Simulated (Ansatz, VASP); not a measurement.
## Two plane-wave programs on Cs

Contents of INCAR:

```
  PREC = Accurate
  ENCUT = 520
  EDIFF = 1E-6
  ISMEAR = 0
  SIGMA = 0.15
  LREAL = False
  LASPH = True
  NELM = 80
  ALGO = Fast
  ISIF = 2
  LWAVE = False
  LCHARG = True
  GGA = PE
  LELF = True
  LVHAR = True
  NBANDS = 10
```

KPOINTS

```
regular mesh
0
Gamma
  12 12 12
```

File POSCAR:

```
Cs
1.0
   -3.2643000000      3.2643000000      3.2643000000
    3.2643000000     -3.2643000000      3.2643000000
    3.2643000000      3.2643000000     -3.2643000000
Cs
1
Direct
    0.0000000000      0.0000000000      0.0000000000
```

Input for Ansatz:

```yaml
crystal:
  lattice:
    - [-3.2643, 3.2643, 3.2643]
    - [3.2643, -3.2643, 3.2643]
    - [3.2643, 3.2643, -3.2643]
  atoms:
    - { symbol: Cs, position: [0.0, 0.0, 0.0] }
basis:
  ecutwfc: 420
kpoints:
  mp_grid: { grid: [12, 12, 12] }
hamiltonian:
  xc: pbe
scf:
  occupations: { method: gaussian, width: 0.15 }
output:
  forces: true
  stress: true
  eigenvalues: true
```

Change from the starting cell: strain +0.080 along x and y, +0.080 along z, atoms carried along.

Alike in both runs: task single point; functional PBE; k mesh 12 × 12 × 12; occupations gaussian, width 0.15 eV; no spin polarisation.

```csv
,VASP,Ansatz
version,VASP 6.6.1,Ansatz 0.2.0
potentials or method,"VASP PAW PBE potentials, release 64 (Cs_sv), cutoff 520 eV","scalar-relativistic, plane waves, PAW"
valence electrons in the cell,9,9
```

```tsv
	VASP	Ansatz	Ansatz less VASP
gap on the k mesh at the Fermi level (eV)	none	none	-
pressure (GPa)	-0.3	-0.2	0.00
```

A gap of «none» marks a metal or a gap that the smearing closes.

Neither program's run includes spin-orbit coupling.
